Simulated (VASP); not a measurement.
# Cu (Fmmm) in VASP: further runs

The runs below take Cu through single point, with PBE.

Program: VASP 6.6.1. These are calculated values, not measurements. Logs are shortened: lines on timing, memory, paths and dates and some standing lists are left out, and cuts for length are marked.

### Step 1. The cell of the first run

The structure is orthorhombic, space group Fmmm (No. 69). Conventional cell: a = 3.073 Å, b = 3.615 Å, c = 4.157 Å, α = 90.00°, β = 90.00°, γ = 90.00°. Within 3.1 Å of Cu (site symmetry mmm) lie 14 Cu at 2.37 to 3.07 Å.

### Step 2. Single point, PBE (strain -0.1500 x Voigt [1, -1, 0, 0, 0, 0])

File INCAR:

```
  PREC = Accurate
  ENCUT = 520
  EDIFF = 1E-6
  ISMEAR = 0
  SIGMA = 0.15
  LREAL = F
  LASPH = T
  NELM = 60
  ALGO = Fast
  ISIF = 2
  LWAVE = F
  LCHARG = F
  GGA = PE
  NBANDS = 12
```

File KPOINTS:

```
regular mesh
0
Gamma
  22 22 22
```

File POSCAR:

```
Cu
1.0
    0.0000000000      2.0786250000      1.8075000000
    1.5363750000      0.0000000000      1.8075000000
    1.5363750000      2.0786250000      0.0000000000
Cu
1
Direct
    0.0000000000      0.0000000000      0.0000000000
```

Potentials or basis: VASP PAW PBE potentials, release 64 (Cu).

Launch:

```bash
> cat potpaw_PBE.64/Cu/POTCAR > POTCAR
> mpirun -np 1 vasp_std > vasp.out
```

OUTCAR:

```text
PREC = Accurate
   ENCUT = 520
   EDIFF = 1E-6
   ISMEAR = 0
   LREAL = F
   LASPH = T
   NELM = 60
   ISIF = 2
   GGA = PE

 ion  position               nearest neighbor table
   1  0.000  0.000  0.000-

  LATTYP: Found a face centered orthorhombic cell.
 ALAT       =     3.0727500000
 B/A-ratio  =     1.1764705882
 C/A-ratio  =     1.3529411765

  Lattice vectors:

 A1 = (   0.0000000000,   2.0786250000,  -1.8075000000)
 A2 = (   1.5363750000,   2.0786250000,   0.0000000000)
 A3 = (   1.5363750000,   0.0000000000,  -1.8075000000)

Analysis of symmetry for initial positions (statically):
=====================================================================
 Subroutine PRICEL returns:
 Original cell was already a primitive cell.

 Routine SETGRP: Setting up the symmetry group for a
 face centered orthorhombic supercell.

 Subroutine GETGRP returns: Found  8 space group operations
 (whereof  8 operations were pure point group operations)
 out of a pool of  8 trial point group operations.

The static configuration has the point symmetry D_2h.

Analysis of symmetry for dynamics (positions and initial velocities):
=====================================================================
 Subroutine PRICEL returns:
 Original cell was already a primitive cell.

 Routine SETGRP: Setting up the symmetry group for a
 face centered orthorhombic supercell.

 Subroutine GETGRP returns: Found  8 space group operations
 (whereof  8 operations were pure point group operations)
 out of a pool of  8 trial point group operations.

The dynamic configuration has the point symmetry D_2h.

 Subroutine INISYM returns: Found  8 space group operations
 (whereof  8 operations are pure point group operations),
 and found     1 'primitive' translations

----------------------------------------------------------------------------------------

                                     Primitive cell

  volume of cell :      11.5447

  direct lattice vectors                    reciprocal lattice vectors
     0.000000000  2.078625000  1.807500000    -0.325441380  0.240543629  0.276625173
     1.536375000  0.000000000  1.807500000     0.325441380 -0.240543629  0.276625173
     1.536375000  2.078625000  0.000000000     0.325441380  0.240543629 -0.276625173

  length of vectors
     2.754584931  2.372236158  2.584788199     0.490198751  0.490198751  0.490198751

  position of ions in fractional coordinates (direct lattice)
     0.000000000  0.000000000  0.000000000

  ion indices of the primitive-cell ions
   primitive index   ion index
                 1           1

----------------------------------------------------------------------------------------

 KPOINTS: regular mesh

Automatic generation of k-mesh.
 Grid dimensions read from file:
 generate k-points for:   22   22   22

 Generating k-lattice:

  Cartesian coordinates                     Fractional coordinates (reciprocal lattice)
    -0.014792790  0.010933801  0.012573871     0.045454545 -0.000000000  0.000000000
     0.014792790 -0.010933801  0.012573871    -0.000000000  0.045454545  0.000000000
     0.014792790  0.010933801 -0.012573871     0.000000000  0.000000000  0.045454545

  Length of vectors
     0.022281761  0.022281761  0.022281761

  Shift w.r.t. Gamma in fractional coordinates (k-lattice)
     0.000000000  0.000000000  0.000000000

 Subroutine IBZKPT returns following result:
 ===========================================

 Found   1530 irreducible k-points:

 Following reciprocal coordinates:
            Coordinates               Weight
  0.000000  0.000000  0.000000      1.000000
  0.045455 -0.000000  0.000000      8.000000
  0.090909 -0.000000  0.000000      8.000000
  0.136364 -0.000000 -0.000000      8.000000
  0.181818 -0.000000  0.000000      8.000000
  0.227273 -0.000000 -0.000000      8.000000
[... 16 lines left out ...]
  0.500000  0.045455 -0.000000      8.000000
 -0.454545  0.045455  0.000000      8.000000
 [... further k-points ...]
   k-points           NKPTS =   1530   k-points in BZ     NKDIM =   1530   number of bands    NBANDS=     12
   number of dos      NEDOS =    301   number of ions     NIONS =      1
   total plane-waves  NPLWV =   7200
   dimension x,y,z NGX =    20 NGY =   18 NGZ =   20
   dimension x,y,z NGXF=    40 NGYF=   36 NGZF=   40
   ions per type =               1
   NGX,Y,Z   is equivalent  to a cutoff of  12.07, 12.61, 12.86 a.u.
   NGXF,Y,Z  is equivalent  to a cutoff of  24.14, 25.23, 25.73 a.u.
 SYSTEM =  unknown system
   PREC   = accura    normal or accurate (medium, high low for compatibility)
   ISTART =      0    job   : 0-new  1-cont  2-samecut
   ICHARG =      2    charge: 1-file 2-atom 10-const
   ISPIN  =      1    spin polarized calculation?
   LNONCOLLINEAR =      F non collinear calculations
   LSORBIT =      F    spin-orbit coupling
   LASPH  =      T    aspherical Exc in radial PAW
   ENCUT  =  520.0 eV  38.22 Ry    6.18 a.u.   5.12  4.41  4.81*2*pi/ulx,y,z
   NELM   =     60;   NELMIN=  2; NELMDL= -5     # of ELM steps
   EDIFF  = 0.1E-05   stopping-criterion for ELM
   LREAL  =      F    real-space projection
   EDIFFG = 0.1E-04   stopping-criterion for IOM
   NSW    =      0    number of steps for IOM
   IBRION =     -1    ionic relax: 0-MD 1-quasi-New 2-CG
   NFREE  =      0    steps in history (QN), initial steepest desc. (CG)
   ISIF   =      2    stress and relaxation
   ISYM   =      2    0-nonsym 1-usesym 2-fastsym
   POTIM  = 0.5000    time-step for ionic-motion
   TEBEG  =    0.0;   TEEND  =   0.0 temperature during run
   PSTRESS=    0.0 pullay stress
   NELECT =      11.0000    total number of electrons
   NUPDOWN=      -1.0000    fix difference up-down
   EMIN   =  10.00;   EMAX   =-10.00  energy-range for DOS
   EFERMI =   0.00;   METHOD = LEGACY
   ISMEAR =     0;   SIGMA  =   0.15  broadening in eV -4-tet -1-fermi 0-gaus
   EFERMI_NEDOS =   21; number of points for ismear=-14 and -15
   IALGO  =     68    algorithm
   IMIX   =      4    mixing-type and parameters
     AMIX     =   0.40;   BMIX     =  1.00
     AMIX_MAG =   1.60;   BMIX_MAG =  1.00
  volume/ion in A,a.u.               =      11.54        77.91
  Fermi-wavevector in a.u.,A,eV,Ry     =   1.610937  3.044229 35.308715  2.595117
  Thomas-Fermi vector in A             =   2.706407
   LORBIT       =      0    0 simple, 1 ext, 2 COOP (PROOUT), +10 PAW based schemes
   GGA     = PE    functional components
   LHFCALC =     F    Hartree Fock is set to
   AEXX    =    0.0000 exact exchange contribution
   IVDW    =     0    specifies the selected vdW correction
   LEPSILON=     F    determine dielectric tensor
   LRPA    =     F    only Hartree local field effects (RPA)
 non-spin polarized calculation
 RMM-DIIS sequential band-by-band and
 Gauss-broadening in eV      SIGMA  =   0.15
  energy-cutoff  :      520.00
  volume of cell :       11.54
 maximum number of plane-waves:       322
   NGX = 11   NGY =  9   NGZ =  9

 number of electron      10.9999998 magnetization

 Free energy of the ion-electron system (eV)
  ---------------------------------------------------
  ext. energy  EPLUGINS =         0.00000000
  ---------------------------------------------------
  free energy    TOTEN  =        -3.62923687 eV

  energy without entropy =       -3.62629090  energy(sigma->0) =       -3.62776388

 E-fermi :   7.8664     XC(G=0): -12.8521

 val. band max:        7.8625896880   @ k =   0.5000   0.1818   0.0455
 cond. band min:       7.8755713454   @ k =  -0.4545   0.0909   0.2727
 fundamental gap:      0.0129816574
 Fermi energy:         7.8664194350

 k-point     1 :       0.0000    0.0000    0.0000
  band No.  band energies     occupation
      1      -1.6431      2.00000
      2       4.1348      2.00000
      3       4.8313      2.00000
      4       5.0429      2.00000
      5       5.5200      2.00000
      6       6.0200      2.00000
      7      31.8550      0.00000
      8      31.9980      0.00000
      9      33.8242      0.00000
     10      35.2541      0.00000
     11      35.5004      0.00000
     12      35.7402      0.00000

 k-point     2 :       0.0455   -0.0000    0.0000
  band No.  band energies     occupation
      1      -1.5640      2.00000
      2       4.1482      2.00000
      3       4.8372      2.00000
      4       5.0430      2.00000
      5       5.5122      2.00000
      6       6.0085      2.00000
      7      31.3262      0.00000
      8      31.6718      0.00000
      9      33.2149      0.00000
     10      34.4467      0.00000
     11      34.6199      0.00000
     12      36.5089      0.00000

 k-point     3 :       0.0909   -0.0000    0.0000
  band No.  band energies     occupation
      1      -1.3285      2.00000
      2       4.1833      2.00000
      3       4.8433      2.00000
      4       5.0536      2.00000
      5       5.4955      2.00000
      6       5.9765      2.00000
      7      29.4559      0.00000
      8      30.9578      0.00000
      9      32.3826      0.00000
     10      33.5924      0.00000
     11      34.2698      0.00000
     12      37.2969      0.00000
[... 286 lines left out ...]
 k-point    23 :       0.5000    0.0455   -0.0000
  band No.  band energies     occupation
      1       2.7520      2.00000
      2       4.1219      2.00000
      3       5.3635      2.00000
      4       5.8764      2.00000
      5       6.2208      2.00000
      6       7.3431      2.00000
      7      12.1864      0.00000
      8      24.1756      0.00000
      9      28.6075      0.00000
     10      29.8366      0.00000
     11      35.9231      0.00000
     12      37.7150      0.00000

 k-point    24 :      -0.4545    0.0455    0.0000
  band No.  band energies     occupation
      1       2.7356      2.00000
      2       4.1204      2.00000
      3       5.3953      2.00000
      4       5.8401      2.00000
      5       6.2394      2.00000
      6       7.2073      2.00000
      7      12.3597      0.00000
      8      24.1872      0.00000
      9      28.3349      0.00000
     10      29.8780      0.00000
     11      36.2400      0.00000
     12      38.2152      0.00000

 [... further k-points ...]
[... 5 lines left out ...]
  --------------------------------------------------------------------------------------
  -------------------------------------------------------------------------------------
  Total        0.9136985     -0.3780804      1.3878263      0.0000000      0.0000000      0.0000000
  in kB      126.8036690    -52.4702470    192.6034297      0.0000000      0.0000000      0.0000000
  external PRESSURE =      88.9789506 kB  Pullay stress =       0.0000000 kB

 VOLUME and BASIS-vectors are now :
 -----------------------------------------------------------------------------
  energy-cutoff  :      520.00
  volume of cell :       11.54
      direct lattice vectors                 reciprocal lattice vectors
     0.000000000  2.078625000  1.807500000    -0.325441380  0.240543629  0.276625173
     1.536375000  0.000000000  1.807500000     0.325441380 -0.240543629  0.276625173
     1.536375000  2.078625000  0.000000000     0.325441380  0.240543629 -0.276625173

 POSITION                                       TOTAL-FORCE (eV/Angst)
 -----------------------------------------------------------------------------------
      0.00000      0.00000      0.00000        -0.000000     -0.000000      0.000000
 -----------------------------------------------------------------------------------
    total drift:                                0.000000      0.000000      0.000000

  FREE ENERGIE OF THE ION-ELECTRON SYSTEM (eV)
  ---------------------------------------------------
  free  energy   TOTEN  =        -3.6292368653 eV

  energy  without entropy=       -3.6262909033  energy(sigma->0) =       -3.62776388
```

It took 2.2 min on 1 thread of Intel Xeon Platinum 8488C (Sapphire Rapids), shared host; peak memory 0.3 GiB.

Results:

```yaml
Free_energy: -3.6292 eV
Pressure: 8.9 GPa
```

Caveat: the cell differs from its parent crystal (strain -0.1500 x Voigt [1, -1, 0, 0, 0, 0]).

[end of part 1 of 2]
